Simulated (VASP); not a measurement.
# Tl (I4_1/amd) in VASP: single point with PBE

Aim: the single point of Tl with PBE.

Program: VASP 6.6.1. These are calculated values, not measurements. Logs are shortened: lines on timing, memory, paths and dates and some standing lists are left out, and cuts for length are marked.

**1. The cell of the first run**

The structure is tetragonal, space group I4_1/amd (No. 141). The conventional cell has a = 4.827 Å, b = 4.827 Å, c = 2.575 Å, α = 90.00°, β = 90.00°, γ = 90.00°. Tl (site symmetry -4m2) has 10 Tl at 2.50 to 3.09 Å within 3.3 Å.

**2. Single point, PBE (15.00 Å³/atom)**

POSCAR reads:

```
Tl
1.0
   -2.4134690733      2.4134690733      1.2876740544
    2.4134690733     -2.4134690733      1.2876740544
    2.4134690733      2.4134690733     -1.2876740544
Tl
2
Direct
   -0.3750000000     -0.1250000000     -0.2500000000
    0.3750000000      0.1250000000      0.2500000000
```

INCAR.step1 reads:

```
SYSTEM = Tl
PREC = Accurate
ENCUT = 520
EDIFF = 1E-6
ISMEAR = -1
SIGMA = 0.08
LREAL = .False.
LASPH = .True.
NELM = 60
ALGO = Normal
ISIF = 2
LWAVE = .False.
LCHARG = .True.
GGA = PE
NBANDS = 20
```

KPOINTS.step1 reads:

```
Automatic mesh
0
Gamma
  13 13 13
  0 0 0
```

INCAR.step2 reads:

```
SYSTEM = Tl
PREC = Accurate
ENCUT = 520
EDIFF = 1E-6
ISMEAR = -5
SIGMA = 0.08
LREAL = .False.
LASPH = .True.
NELM = 60
ALGO = Normal
ISIF = 2
LWAVE = .False.
LCHARG = .False.
GGA = PE
LORBIT = 11
NBANDS = 20
NEDOS = 2001
ICHARG = 11
```

KPOINTS.step2 reads:

```
Automatic mesh
0
Gamma
  20 20 20
  0 0 0
```

Potentials or basis: VASP PAW PBE potentials, release 64 (Tl_d).

On the command line:

```bash
$ cat potpaw_PBE.64/Tl_d/POTCAR > POTCAR
$ cp INCAR.step1 INCAR
$ cp KPOINTS.step1 KPOINTS
$ mpirun -np 1 vasp_std > vasp.out
$ cp INCAR.step2 INCAR
$ cp KPOINTS.step2 KPOINTS
$ mpirun -np 1 vasp_std > vasp.out
```

OUTCAR:

```text
SYSTEM = Tl
   PREC = Accurate
   ENCUT = 520
   EDIFF = 1E-6
   ISMEAR = -5
   LREAL = .False.
   LASPH = .True.
   NELM = 60
   ISIF = 2
   GGA = PE
   LORBIT = 11
   ICHARG = 11

 ion  position               nearest neighbor table
   1  0.625  0.875  0.750-   2 2.50   2 2.50   2 2.50   2 2.50   2 3.09   2 3.09   2 3.09   2 3.09
                             2 4.02   2 4.02
   2  0.375  0.125  0.250-   1 2.50   1 2.50   1 2.50   1 2.50   1 3.09   1 3.09   1 3.09   1 3.09
                             1 4.02   1 4.02

  LATTYP: Found a body centered tetragonal cell.
 ALAT       =     4.8269381466
 C/A-ratio  =     0.5335365879

  Lattice vectors:

 A1 = (  -2.4134690733,   2.4134690733,   1.2876740544)
 A2 = (   2.4134690733,  -2.4134690733,   1.2876740544)
 A3 = (   2.4134690733,   2.4134690733,  -1.2876740544)

Analysis of symmetry for initial positions (statically):
=====================================================================
 Subroutine PRICEL returns:
 Original cell was already a primitive cell.

 Routine SETGRP: Setting up the symmetry group for a
 body centered tetragonal supercell.

 Subroutine GETGRP returns: Found 16 space group operations
 (whereof  4 operations were pure point group operations)
 out of a pool of 16 trial point group operations.

The static configuration has the point symmetry C_2h.
 The point group associated with its full space group is D_4h.

Analysis of symmetry for dynamics (positions and initial velocities):
=====================================================================
 Subroutine PRICEL returns:
 Original cell was already a primitive cell.

 Routine SETGRP: Setting up the symmetry group for a
 body centered tetragonal supercell.

 Subroutine GETGRP returns: Found 16 space group operations
 (whereof  4 operations were pure point group operations)
 out of a pool of 16 trial point group operations.

The dynamic configuration has the point symmetry C_2h.
 The point group associated with its full space group is D_4h.

 Subroutine INISYM returns: Found 16 space group operations
 (whereof  4 operations are pure point group operations),
 and found     1 'primitive' translations

----------------------------------------------------------------------------------------

                                     Primitive cell

  volume of cell :      30.0019

  direct lattice vectors                    reciprocal lattice vectors
    -2.413469073  2.413469073  1.287674054     0.000000000  0.207170668  0.388297022
     2.413469073 -2.413469073  1.287674054     0.207170668  0.000000000  0.388297022
     2.413469073  2.413469073 -1.287674054     0.207170668  0.207170668  0.000000000

  length of vectors
     3.647981689  3.647981689  3.647981689     0.440107104  0.440107104  0.292983568

  position of ions in fractional coordinates (direct lattice)
     0.625000000  0.875000000  0.750000000
     0.375000000  0.125000000  0.250000000

  ion indices of the primitive-cell ions
   primitive index   ion index
                 1           1
                 2           2

----------------------------------------------------------------------------------------

 KPOINTS: Automatic mesh

Automatic generation of k-mesh.
 Grid dimensions read from file:
 generate k-points for:   20   20   20

 Generating k-lattice:

  Cartesian coordinates                     Fractional coordinates (reciprocal lattice)
     0.000000000  0.010358533  0.019414851     0.050000000  0.000000000  0.000000000
     0.010358533  0.000000000  0.019414851     0.000000000  0.050000000  0.000000000
     0.010358533  0.010358533  0.000000000     0.000000000  0.000000000  0.050000000

  Length of vectors
     0.022005355  0.022005355  0.014649178

  Shift w.r.t. Gamma in fractional coordinates (k-lattice)
     0.000000000  0.000000000  0.000000000

 TETIRR: Found  19503 inequivalent tetrahedra from    48000

 Subroutine IBZKPT returns following result:
 ===========================================

 Found    641 irreducible k-points:

 Following reciprocal coordinates:
            Coordinates               Weight
  0.000000  0.000000  0.000000      1.000000
  0.050000  0.000000  0.000000      8.000000
  0.100000  0.000000 -0.000000      8.000000
  0.150000 -0.000000  0.000000      8.000000
  0.200000  0.000000 -0.000000      8.000000
  0.250000 -0.000000  0.000000      8.000000
[... 16 lines left out ...]
 -0.400000  0.050000  0.000000     16.000000
 -0.350000  0.050000  0.000000     16.000000
 [... further k-points ...]
   k-points           NKPTS =    641   k-points in BZ     NKDIM =    641   number of bands    NBANDS=     20
   number of dos      NEDOS =   2001   number of ions     NIONS =      2
   total plane-waves  NPLWV =  21952
   dimension x,y,z NGX =    28 NGY =   28 NGZ =   28
   dimension x,y,z NGXF=    56 NGYF=   56 NGZF=   56
   ions per type =               2
   NGX,Y,Z   is equivalent  to a cutoff of  12.76, 12.76, 12.76 a.u.
   NGXF,Y,Z  is equivalent  to a cutoff of  25.52, 25.52, 25.52 a.u.
 SYSTEM =  Tl
   PREC   = accura    normal or accurate (medium, high low for compatibility)
   ISTART =      0    job   : 0-new  1-cont  2-samecut
   ICHARG =     11    charge: 1-file 2-atom 10-const
   ISPIN  =      1    spin polarized calculation?
   LNONCOLLINEAR =      F non collinear calculations
   LSORBIT =      F    spin-orbit coupling
   LASPH  =      T    aspherical Exc in radial PAW
   ENCUT  =  520.0 eV  38.22 Ry    6.18 a.u.   6.78  6.78  6.78*2*pi/ulx,y,z
   NELM   =     60;   NELMIN=  2; NELMDL=  0     # of ELM steps
   EDIFF  = 0.1E-05   stopping-criterion for ELM
   LREAL  =      F    real-space projection
   EDIFFG = 0.1E-04   stopping-criterion for IOM
   NSW    =      0    number of steps for IOM
   IBRION =     -1    ionic relax: 0-MD 1-quasi-New 2-CG
   NFREE  =      0    steps in history (QN), initial steepest desc. (CG)
   ISIF   =      2    stress and relaxation
   ISYM   =      2    0-nonsym 1-usesym 2-fastsym
   POTIM  = 0.5000    time-step for ionic-motion
   TEBEG  =    0.0;   TEEND  =   0.0 temperature during run
   PSTRESS=    0.0 pullay stress
   NELECT =      26.0000    total number of electrons
   NUPDOWN=      -1.0000    fix difference up-down
   EMIN   =  10.00;   EMAX   =-10.00  energy-range for DOS
   EFERMI =   0.00;   METHOD = LEGACY
   ISMEAR =    -5;   SIGMA  =   0.08  broadening in eV -4-tet -1-fermi 0-gaus
   EFERMI_NEDOS =   21; number of points for ismear=-14 and -15
   IALGO  =     38    algorithm
   IMIX   =      4    mixing-type and parameters
     AMIX     =   0.40;   BMIX     =  1.00
     AMIX_MAG =   1.60;   BMIX_MAG =  1.00
  volume/ion in A,a.u.               =      15.00       101.23
  Fermi-wavevector in a.u.,A,eV,Ry     =   1.560808  2.949499 33.145446  2.436122
  Thomas-Fermi vector in A             =   2.663966
   LORBIT       =     11    0 simple, 1 ext, 2 COOP (PROOUT), +10 PAW based schemes
   GGA     = PE    functional components
   LHFCALC =     F    Hartree Fock is set to
   AEXX    =    0.0000 exact exchange contribution
   IVDW    =     0    specifies the selected vdW correction
   LEPSILON=     F    determine dielectric tensor
   LRPA    =     F    only Hartree local field effects (RPA)
 non-spin polarized calculation
 Fermi weights with tetrahedron method with Bloechl corrections
  energy-cutoff  :      520.00
  volume of cell :       30.00
 maximum number of plane-waves:       828

 number of electron      25.9999996 magnetization

 Free energy of the ion-electron system (eV)
  ---------------------------------------------------
  ext. energy  EPLUGINS =         0.00000000
  ---------------------------------------------------
  free energy    TOTEN  =         3.82973736 eV

  energy without entropy =        3.82973736  energy(sigma->0) =        3.82973736

 E-fermi :  16.8903     XC(G=0): -13.7912

 val. band max:       16.9494951748   @ k =   0.1000   0.1000  -0.0000
 cond. band min:      16.7146256713   @ k =  -0.1000   0.4500   0.0500
 fundamental gap:     -0.2348695035
 Fermi energy:        16.8903395248

 k-point     1 :       0.0000    0.0000    0.0000
  band No.  band energies     occupation
      1      -0.1315      2.00000
      2       0.4248      2.00000
      3       0.5584      2.00000
      4       1.0157      2.00000
      5       1.2299      2.00000
      6       3.8074      2.00000
[... 12 lines left out ...]
     19      32.7448      0.00000
     20      32.7632      0.00000

 k-point     2 :       0.0500    0.0000    0.0000
  band No.  band energies     occupation
      1      -0.0363      2.00000
      2       0.4366      2.00000
      3       0.5908      2.00000
      4       1.1033      2.00000
      5       1.2789      2.00000
      6       3.6442      2.00000
[... 12 lines left out ...]
     19      31.3750      0.00000
     20      31.6106      0.00000

 k-point     3 :       0.1000    0.0000   -0.0000
  band No.  band energies     occupation
      1       0.2302      2.00000
      2       0.4843      2.00000
      3       0.6851      2.00000
      4       1.3466      2.00000
      5       1.4322      2.00000
      6       3.3675      2.00000
[... 12 lines left out ...]
     19      29.9990      0.00000
     20      30.1890      0.00000

 k-point     4 :       0.1500   -0.0000    0.0000
  band No.  band energies     occupation
      1       0.5111      2.00000
      2       0.6683      2.00000
      3       0.8329      2.00000
      4       1.6779      2.00000
      5       1.7421      2.00000
      6       3.0351      2.00000
[... 12 lines left out ...]
     19      28.6162      0.00000
     20      28.7548      0.00000

 k-point     5 :       0.2000    0.0000   -0.0000
  band No.  band energies     occupation
      1       0.6349      2.00000
      2       0.9982      2.00000
      3       1.0162      2.00000
      4       2.1020      2.00000
      5       2.1952      2.00000
      6       2.6922      2.00000
[... 12 lines left out ...]
     19      27.4443      0.00000
     20      29.4267      0.00000

 k-point     6 :       0.2500   -0.0000    0.0000
  band No.  band energies     occupation
      1       0.7491      2.00000
      2       1.1601      2.00000
      3       1.1967      2.00000
      4       2.3983      2.00000
      5       2.4564      2.00000
      6       2.6535      2.00000
[... 12 lines left out ...]
     19      26.3648      0.00000
     20      29.2625      0.00000

 k-point     7 :       0.3000   -0.0000    0.0000
  band No.  band energies     occupation
      1       0.8331      2.00000
      2       1.1951      2.00000
      3       1.2940      2.00000
      4       2.2460      2.00000
      5       2.3124      2.00000
      6       3.0550      2.00000
[... 12 lines left out ...]
     19      25.8574      0.00000
     20      29.0513      0.00000
[... 277 lines left out ...]
 k-point    20 :       0.4500    0.0500    0.0000
  band No.  band energies     occupation
      1       0.8038      2.00000
      2       0.9582      2.00000
      3       1.4314      2.00000
      4       1.4784      2.00000
      5       2.7014      2.00000
      6       2.8224      2.00000
[... 12 lines left out ...]
     19      28.7091      0.00000
     20      30.0327      0.00000

 k-point    21 :       0.5000    0.0500    0.0000
  band No.  band energies     occupation
      1       0.8485      2.00000
      2       0.9876      2.00000
      3       1.4020      2.00000
      4       1.4750      2.00000
      5       2.7059      2.00000
      6       2.8511      2.00000
[... 12 lines left out ...]
     19      28.7661      0.00000
     20      30.1135      0.00000

 k-point    22 :      -0.4500    0.0500    0.0000
  band No.  band energies     occupation
      1       0.8786      2.00000
      2       1.0679      2.00000
      3       1.3963      2.00000
      4       1.5792      2.00000
      5       2.5955      2.00000
      6       2.9329      2.00000
[... 12 lines left out ...]
     19      28.6316      0.00000
     20      29.5331      0.00000

 k-point    23 :      -0.4000    0.0500    0.0000
  band No.  band energies     occupation
      1       0.8973      2.00000
      2       1.1552      2.00000
      3       1.3660      2.00000
      4       1.8291      2.00000
      5       2.4472      2.00000
      6       3.0539      2.00000
[... 12 lines left out ...]
     19      27.7640      0.00000
     20      29.3017      0.00000

 k-point    24 :      -0.3500    0.0500    0.0000
  band No.  band energies     occupation
      1       0.8793      2.00000
      2       1.1924      2.00000
      3       1.3603      2.00000
      4       2.1197      2.00000
      5       2.3809      2.00000
      6       3.1326      2.00000
[... 12 lines left out ...]
     19      26.7183      0.00000
     20      29.4310      0.00000

 [... further k-points ...]

------------------------ aborting loop because EDIFF is reached ----------------------------------------

  FORCE on cell =-STRESS in cart. coord.  units (eV):
  Direction    XX          YY          ZZ          XY          YZ          ZX
  --------------------------------------------------------------------------------------
  -------------------------------------------------------------------------------------
  Total       30.9843931     30.9843931     31.1587234      0.0000000      0.0000000     -0.0000000
  in kB     1654.6424553   1654.6424553   1663.9521232      0.0000000      0.0000000     -0.0000000
  external PRESSURE =    1657.7456780 kB  Pullay stress =       0.0000000 kB

 VOLUME and BASIS-vectors are now :
 -----------------------------------------------------------------------------
  energy-cutoff  :      520.00
  volume of cell :       30.00
      direct lattice vectors                 reciprocal lattice vectors
    -2.413469073  2.413469073  1.287674054     0.000000000  0.207170668  0.388297022
     2.413469073 -2.413469073  1.287674054     0.207170668  0.000000000  0.388297022
     2.413469073  2.413469073 -1.287674054     0.207170668  0.207170668  0.000000000

 POSITION                                       TOTAL-FORCE (eV/Angst)
 -----------------------------------------------------------------------------------
      2.41347      1.20673      0.96576        -0.000000     -0.000000      0.000000
      0.00000      1.20673      0.32192         0.000000      0.000000     -0.000000
 -----------------------------------------------------------------------------------
    total drift:                                0.000000      0.000000     -0.000000

  FREE ENERGIE OF THE ION-ELECTRON SYSTEM (eV)
  ---------------------------------------------------
  free  energy   TOTEN  =         3.8297373573 eV

  energy  without entropy=        3.8297373573  energy(sigma->0) =        3.82973736

 total charge

# of ion       s       p       d       tot
------------------------------------------
    1        1.195   1.130   9.802  12.127
    2        1.195   1.130   9.802  12.127
--------------------------------------------------
tot          2.390   2.260  19.603  24.253
```

It took 6.6 min on 1 thread of Oxide Virtual Turin-like, shared host; peak memory 0.42 GiB.

What came out:

- Valence electrons inside the program's atomic spheres: Tl 12.13

Caveat: spin-orbit coupling is left out, which moves the levels of the heavy elements.
